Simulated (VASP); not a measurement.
Crystal: Al.

```
Al
1.0
     2.81246    0.00000    0.00000
    -1.40623    2.43566    0.00000
     0.00000    0.00000    4.86685
Al
2
Direct
  0.33333 0.66667 0.25000
  0.66667 0.33333 0.75000
```

* Program: VASP 6.6.1
* Task: relaxation of cell and atoms
* Functional: PBEsol
* Potentials or basis: VASP PAW PBE potentials, release 64 (Al)
* Cutoff: 600 eV
* k mesh: 11 × 11 × 6
* Occupations: fermi-dirac, width 0.05 eV
* Spin: no spin polarisation

At the start: pressure -1.3 GPa; volume 16.67 Å³/atom.

How do energy, volume and symmetry change on relaxing?

Over 8 steps the energy falls by 11.2 meV/atom and the volume is 16.33 Å³/atom (-2.0 %); space group P6_3/mmc (No. 194, to 0.05 Å).

Step by step:
| step | energy change (eV) | largest force (eV/Å) | pressure (GPa) | volume (Å³) |
| --- | --- | --- | --- | --- |
| 1 | 0.0000 | 0.0000 | -1.28 | 33.34 |
| 2 | -0.0158 | 0.0000 | -0.03 | 32.70 |
| 3 | -0.0093 | 0.0000 | 2.93 | 31.59 |
| 4 | -0.0207 | 0.0000 | 0.99 | 32.27 |
| 5 | -0.0220 | 0.0000 | -0.01 | 32.67 |
| 6 | -0.0223 | 0.0000 | 0.28 | 32.54 |
| 7 | -0.0225 | 0.0000 | -0.06 | 32.68 |
| 8 | -0.0225 | 0.0000 | -0.01 | 32.66 |

Final structure:
```
Al
1.0
     2.83624    0.00000    0.00000
    -1.41812    2.45625    0.00000
     0.00000    0.00000    4.68772
Al
2
Direct
  0.33333 0.66667 0.25000
  0.66667 0.33333 0.75000
```

Caveat: the PAW data sets were made with another functional, which shifts forces and pressure a little.
